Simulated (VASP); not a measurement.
A run of VASP 6.6.1 is set up as follows.

INCAR

```
ALGO = Normal
EDIFF = 1E-6
ENCUT = 520
GGA = PS
ISIF = 2
ISMEAR = -1
LASPH = True
LCHARG = False
LREAL = Auto
LWAVE = False
NBANDS = 84
NELM = 100
PREC = Accurate
SIGMA = 0.05
```

Contents of KPOINTS:

```
k-points
0
Gamma
  2 2 1
```

File POSCAR:

```
Al5HO8
1.0
    5.5708080000      0.0000000000      0.0000000000
   -2.7854040000      4.8244610000      0.0000000000
    0.0000000000      0.0000000000      8.7503070000
Al H O
10 2 16
Direct
    0.1642084464      0.3306068802      0.3599073724
    0.6734353400      0.8183297575      0.3647872012
    0.1709104730      0.8498980508      0.3673699677
    0.8357988019      0.6986687217      0.8537300463
    0.3074777439      0.1564941659      0.8762549703
    0.8098682598      0.1667336517      0.8731693642
    0.6657687356      0.3249689447      0.1667027225
    0.3646154360      0.6506426314      0.6632224447
    0.3086726797      0.6300185658      0.0388786359
    0.6852659527      0.3305032417      0.5397753473
   -0.0268427955     -0.0137631955      0.0982251251
    0.0105307096      0.0182611073      0.6088357814
   -0.0075833198      0.0079179830      0.9865710997
    0.0377815182      0.0095761993      0.4881885858
    0.5025427054      0.0129133596      0.0004228423
    0.9616313639      0.4507653808      0.0152908921
    0.5319862825      0.5193118983      0.0053026711
    0.5127047073      0.9678594148      0.4807488469
    0.0561052168      0.5138397844      0.4969539926
    0.5054440777      0.5006569646      0.5001424521
    0.8402089065      0.1755014705      0.2623907938
    0.8579316721      0.6640949113      0.2699905272
    0.3324460879      0.1497783898      0.2418315152
    0.1546768922      0.8071989804      0.7849438883
    0.1755178796      0.3487021659      0.7715729288
    0.7055704450      0.8944833423      0.7502365346
    0.3162413215      0.6477407528      0.2592251906
    0.6350568237      0.3148123697      0.7621675445
```

Potentials or basis: VASP PAW PBE potentials, release 64 (Al, H, O).

Command:

```bash
$ cat potpaw_PBE.64/Al/POTCAR potpaw_PBE.64/H/POTCAR potpaw_PBE.64/O/POTCAR > POTCAR
$ mpirun -np 1 vasp_std > vasp.out
```

Problem. Estimate the pressure.

Solution. 7.5 GPa.

Problem. Estimate the largest force.

Solution. 4.091 eV/Å.

Forces in eV/Å, atoms in the order of the input:
```
Al   0.643 -0.332 -0.084
Al  -0.492  0.518 -1.198
Al   3.616 -1.433 -0.602
Al  -1.487 -3.274  1.950
Al   2.409  0.638  0.015
Al   0.210  2.185  1.339
Al   0.995  0.849 -1.802
Al  -1.981  1.184 -1.386
Al  -1.110  3.239  2.023
Al   1.428 -1.032  1.055
H    0.076  0.097  0.495
H    0.316 -0.063 -2.162
O   -0.229 -0.566 -0.078
O   -1.856  0.361  2.281
O   -0.516 -0.267  0.322
O   -2.124  0.134 -0.833
O    2.452 -1.711 -1.221
O   -1.068  0.693  2.329
O   -1.069 -0.104  1.984
O   -1.066  1.067  0.223
O    0.890 -2.286  0.732
O   -2.427 -0.324 -0.590
O   -2.017  0.611  2.015
O    1.951  1.169 -2.328
O    0.019 -0.954  0.424
O    0.329 -3.611 -1.615
O    1.704  1.284 -1.645
O    0.405  1.930 -1.644
```

Caveat: the k points lie up to 0.72 Å⁻¹ apart; the PAW data sets were made with another functional, which shifts forces and pressure a little.
